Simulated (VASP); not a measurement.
Cs3AsAu:

```
Cs As Au
1.0
     6.06798    0.00000    0.00000
     0.00000    6.06798    0.00000
     0.00000    0.00000    6.06798
Cs As Au
3 1 1
Direct
  0.50000 0.00000 0.00000
  0.00000 0.50000 0.00000
  0.00000 0.00000 0.50000
  0.00000 0.00000 0.00000
  0.50000 0.50000 0.50000
```

- Program: VASP 6.6.1
- Task: relaxation of cell and atoms
- Functional: PBE
- Potentials or basis: VASP PAW PBE potentials, release 64 (Cs_sv, As, Au)
- Cutoff: 600 eV
- k mesh: 4 × 4 × 4
- Occupations: gaussian, width 0.1 eV
- Spin: no spin polarisation

At the start: pressure 5.9 GPa; volume 44.68 Å³/atom.

Question: Where does the relaxation end?

Answer: Over 4 steps the energy falls by 277.5 meV/atom and the volume is 64.83 Å³/atom (+45.1 %); space group Pm-3m (No. 221, to 0.05 Å).

The path:
```
step  energy change (eV)  largest force (eV/Å)  pressure (GPa)  volume (Å³)
   1              0.0000                0.0000            5.87       223.42
   2             -1.1997                0.0000            1.49       280.65
   3             -1.3676                0.0000            0.41       310.42
   4             -1.3876                0.0000            0.07       324.16
```

Final structure:
```yaml
crystal:
  lattice:
    - [6.86939, 0.00000, 0.00000]
    - [0.00000, 6.86939, 0.00000]
    - [0.00000, 0.00000, 6.86939]
  atoms:
    - { symbol: Cs, position: [0.50000, 0.00000, 0.00000] }
    - { symbol: Cs, position: [0.00000, 0.50000, 0.00000] }
    - { symbol: Cs, position: [0.00000, 0.00000, 0.50000] }
    - { symbol: As, position: [0.00000, 0.00000, 0.00000] }
    - { symbol: Au, position: [0.50000, 0.50000, 0.50000] }
```

Caveat: the volume moved by over 15 % at a fixed basis, so the end points are rough.
